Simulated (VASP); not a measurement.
# Al4N5 in VASP: further runs, part 2 of 2

VASP 6.6.1. Earlier steps stand in the parts before.

## (3) Single point, PBE, collinear spin

INCAR

```
SYSTEM = Al4N5
PREC = Accurate
ENCUT = 520
EDIFF = 1E-6
ISMEAR = 0
SIGMA = 0.05
LREAL = .False.
LASPH = .True.
NELM = 150
ALGO = Normal
ISIF = 2
LWAVE = .False.
LCHARG = .True.
ISPIN = 2
MAGMOM = 0 0 0 0 3 0 0 0 0
LORBIT = 11
LDIPOL = .True.
IDIPOL = 3
DIPOL = 0.5 0.5 0.352
GGA = PE
LELF = .True.
LVHAR = .True.
LVACPOTAV = .True.
NBANDS = 32
```

KPOINTS

```
regular mesh
0
Gamma
  9 9 1
  0 0 0
```

POSCAR

```
Al4N5
1.0
    3.1297683445      0.0000000000      0.0000000000
   -1.5648841723      2.7104588943      0.0000000000
    0.0000000000      0.0000000000     25.0621509606
N Al
5 4
Direct
    0.3333333333      0.6666666667      0.1596032203
    0.6666666667      0.3333333333      0.2597004396
    0.3333333333      0.6666666667      0.3620561642
    0.6666666667      0.3333333333      0.4610505141
    0.6666666667      0.6666666667      0.5997949252
    0.6666666667      0.3333333333      0.1833176549
    0.3333333333      0.6666666667      0.2834148742
    0.6666666667      0.3333333333      0.3814237064
    0.3333333333      0.6666666667      0.4812895341
```

Potentials or basis: VASP PAW PBE potentials, release 64 (N, Al).

Launch:

```
$ cat potpaw_PBE.64/N/POTCAR potpaw_PBE.64/Al/POTCAR > POTCAR
$ mpirun -np 1 vasp_std > vasp.out
```

OUTCAR:

```text
SYSTEM = Al4N5
   PREC = Accurate
   ENCUT = 520
   EDIFF = 1E-6
   ISMEAR = 0
   LREAL = .False.
   LASPH = .True.
   NELM = 150
   ISIF = 2
   ISPIN = 2
   LORBIT = 11
   GGA = PE

 ion  position               nearest neighbor table
   1  0.333  0.667  0.160-   6 1.90   6 1.90   6 1.90
   2  0.667  0.333  0.260-   7 1.90   7 1.90   7 1.90   6 1.91
   3  0.333  0.667  0.362-   8 1.87   8 1.87   8 1.87   7 1.97
   4  0.667  0.333  0.461-   9 1.88   9 1.88   9 1.88   8 2.00
   5  0.667  0.667  0.600-
   6  0.667  0.333  0.183-   1 1.90   1 1.90   1 1.90   2 1.91   7 3.09   7 3.09   7 3.09
   7  0.333  0.667  0.283-   2 1.90   2 1.90   2 1.90   3 1.97   8 3.05   8 3.05   8 3.05   6 3.09
                             6 3.09   6 3.09
   8  0.667  0.333  0.381-   3 1.87   3 1.87   3 1.87   4 2.00   7 3.05   7 3.05   7 3.05   9 3.09
                             9 3.09   9 3.09
   9  0.333  0.667  0.481-   4 1.88   4 1.88   4 1.88   8 3.09   8 3.09   8 3.09

  LATTYP: Found a hexagonal cell.
 ALAT       =     3.1297683445
 C/A-ratio  =     8.0076696426

  Lattice vectors:

 A1 = (   3.1297683445,   0.0000000000,   0.0000000000)
 A2 = (  -1.5648841723,   2.7104588943,   0.0000000000)
 A3 = (   0.0000000000,   0.0000000000,  25.0621509606)

Analysis of symmetry for initial positions (statically):
=====================================================================
 Subroutine PRICEL returns:
 Original cell was already a primitive cell.

 Routine SETGRP: Setting up the symmetry group for a
 hexagonal supercell.

 Subroutine GETGRP returns: Found  1 space group operations
 (whereof  1 operations were pure point group operations)
 out of a pool of 24 trial point group operations.

The static configuration has the point symmetry C_1 .

Analysis of symmetry for dynamics (positions and initial velocities):
=====================================================================
 Subroutine PRICEL returns:
 Original cell was already a primitive cell.

 Routine SETGRP: Setting up the symmetry group for a
 hexagonal supercell.

 Subroutine GETGRP returns: Found  1 space group operations
 (whereof  1 operations were pure point group operations)
 out of a pool of 24 trial point group operations.

The dynamic configuration has the point symmetry C_1 .

Analysis of structural, dynamic, and magnetic symmetry:
=====================================================================
 Subroutine PRICEL returns:
 Original cell was already a primitive cell.

 Routine SETGRP: Setting up the symmetry group for a
 hexagonal supercell.

 Subroutine GETGRP returns: Found  1 space group operations
 (whereof  1 operations were pure point group operations)
 out of a pool of 24 trial point group operations.

The overall configuration has the point symmetry C_1 .

 Subroutine INISYM returns: Found  1 space group operations
 (whereof  1 operations are pure point group operations),
 and found     1 'primitive' translations

----------------------------------------------------------------------------------------

                                     Primitive cell

  volume of cell :     212.6049

  direct lattice vectors                    reciprocal lattice vectors
     3.129768344  0.000000000  0.000000000     0.319512465  0.184470608  0.000000000
    -1.564884172  2.710458894  0.000000000     0.000000000  0.368941216  0.000000000
     0.000000000  0.000000000 25.062150961     0.000000000  0.000000000  0.039900805

  length of vectors
[... 121 lines left out ...]
   GGA     = PE    functional components
   LHFCALC =     F    Hartree Fock is set to
   AEXX    =    0.0000 exact exchange contribution
   IVDW    =     0    specifies the selected vdW correction
   LEPSILON=     F    determine dielectric tensor
   LRPA    =     F    only Hartree local field effects (RPA)
 spin polarized calculation
 Gauss-broadening in eV      SIGMA  =   0.05
  energy-cutoff  :      520.00
  volume of cell :      212.60
 maximum number of plane-waves:      5756
   NGX = 11   NGY = 11   NGZ = 93

 dipolmoment           0.000000      0.000000      0.029626 electrons x Angstroem

 number of electron      36.9999995 magnetization       2.4181224

 dipolmoment           0.000000      0.000000     -0.050038 electrons x Angstroem

 Free energy of the ion-electron system (eV)
  ---------------------------------------------------
  ext. energy  EPLUGINS =         0.00000000
  ---------------------------------------------------
  free energy    TOTEN  =       -59.38857846 eV

  energy without entropy =      -59.38147664  energy(sigma->0) =      -59.38502755

 E-fermi :  -0.6394     XC(G=0):  -5.6563

 val. band max:       -0.6474065280   @ k =   0.4444   0.4444   0.0000
 cond. band min:      -0.6296048774   @ k =   0.4444  -0.1111   0.0000
 fundamental gap:      0.0178016506
 Fermi energy:        -0.6393536683

 spin component 1

 k-point     1 :       0.0000    0.0000    0.0000
  band No.  band energies     occupation
      1     -18.1750      1.00000
      2     -17.1828      1.00000
      3     -16.0396      1.00000
      4     -14.5827      1.00000
      5     -13.7464      1.00000
      6      -8.3604      1.00000
[... 781 lines left out ...]
     29       7.6841      0.00000
     30       8.0259      0.00000

 [... further k-points ...]

 spin component 2

 k-point     1 :       0.0000    0.0000    0.0000
  band No.  band energies     occupation
      1     -18.2081      1.00000
      2     -17.2047      1.00000
      3     -16.0430      1.00000
      4     -13.7907      1.00000
      5     -10.8042      1.00000
      6      -8.4050      1.00000
[... 781 lines left out ...]
     29       7.6820      0.00000
     30       8.0264      0.00000

 [... further k-points ...]

 [bands above 30 left out]

------------------------ aborting loop because EDIFF is reached ----------------------------------------

  FORCE on cell =-STRESS in cart. coord.  units (eV):
  Direction    XX          YY          ZZ          XY          YZ          ZX
  --------------------------------------------------------------------------------------
  -------------------------------------------------------------------------------------
  Total        0.0399314      0.2218130     -3.6953271     -0.0522667      0.1022908     -0.4210458
  in kB        0.3009202      1.6715687    -27.8477501     -0.3938785      0.7708568     -3.1729743
  external PRESSURE =      -8.6250871 kB  Pullay stress =       0.0000000 kB

 VOLUME and BASIS-vectors are now :
 -----------------------------------------------------------------------------
  energy-cutoff  :      520.00
  volume of cell :      212.60
      direct lattice vectors                 reciprocal lattice vectors
     3.129768344  0.000000000  0.000000000     0.319512465  0.184470608  0.000000000
    -1.564884172  2.710458894  0.000000000     0.000000000  0.368941216  0.000000000
     0.000000000  0.000000000 25.062150961     0.000000000  0.000000000  0.039900805

 POSITION                                       TOTAL-FORCE (eV/Angst)
 -----------------------------------------------------------------------------------
     -0.00000      1.80697      4.00000        -0.000117      0.000426      2.025448
      1.56488      0.90349      6.50865         0.000338     -0.000752      1.863922
     -0.00000      1.80697      9.07391         0.000153      0.001049     -0.117663
      1.56488      0.90349     11.55492         0.020324     -0.020943      0.013420
      1.04326      1.80697     15.03215        -0.134809      0.030315     -0.856538
      1.56488      0.90349      4.59433         0.000059      0.000065     -2.614938
     -0.00000      1.80697      7.10299         0.000058      0.000214     -1.263942
      1.56488      0.90349      9.55930         0.003571     -0.002259      0.218624
     -0.00000      1.80697     12.06215         0.110422     -0.008114      0.731666
 -----------------------------------------------------------------------------------
    total drift:                               -0.000075      0.000116      0.000101

  FREE ENERGIE OF THE ION-ELECTRON SYSTEM (eV)
  ---------------------------------------------------
  free  energy   TOTEN  =       -59.3885784607 eV

  energy  without entropy=      -59.3814766364  energy(sigma->0) =      -59.38502755

 vacuum level on the upper side and lower side of the slab         5.967         7.034

 total charge

# of ion       s       p       d       tot
------------------------------------------
    1        1.256   2.440   0.000   3.696
    2        1.231   2.609   0.000   3.840
    3        1.225   2.635   0.000   3.861
    4        1.232   2.609   0.000   3.840
    5        1.359   1.930   0.000   3.289
    6        0.370   0.425   0.000   0.795
    7        0.362   0.424   0.000   0.786
    8        0.367   0.434   0.000   0.802
    9        0.374   0.381   0.000   0.756
--------------------------------------------------
tot          7.777  13.889   0.000  21.666

 magnetization (x)

# of ion       s       p       d       tot
------------------------------------------
    1       -0.000  -0.029   0.000  -0.029
    2        0.000   0.000   0.000   0.000
    3       -0.001  -0.002   0.000  -0.003
    4       -0.009  -0.023   0.000  -0.032
    5        0.039   1.706   0.000   1.745
    6        0.001  -0.002   0.000  -0.001
    7        0.000  -0.000   0.000  -0.000
    8       -0.001  -0.002   0.000  -0.003
    9       -0.011  -0.015   0.000  -0.026
--------------------------------------------------
tot          0.018   1.634   0.000   1.652
```

Run time: 36 min. Hardware: 1 thread of Oxide Virtual Turin-like, shared host; peak memory 0.61 GiB.

What came out:

```yaml
Free_energy: -59.3886 eV
Largest_force: 2.615 eV/Å
Net_moment: 2.42 μB per cell
Site_moments: N -0.03, +0.00, -0.00, +1.75 (each value once); Al -0.00, -0.03 (each value once) μB
Valence_electrons_inside_the_program's_atomic_spheres: N 3.70, 3.84, 3.86, 3.29 (each value once); Al 0.80, 0.79, 0.76 (each value once)
```

Forces in eV/Å, atoms in the order of the input:
```
N    0.000  0.000  2.025
N    0.000 -0.001  1.864
N    0.000  0.001 -0.118
N    0.020 -0.021  0.013
N   -0.135  0.030 -0.857
Al   0.000  0.000 -2.615
Al   0.000  0.000 -1.264
Al   0.004 -0.002  0.219
Al   0.110 -0.008  0.732
```
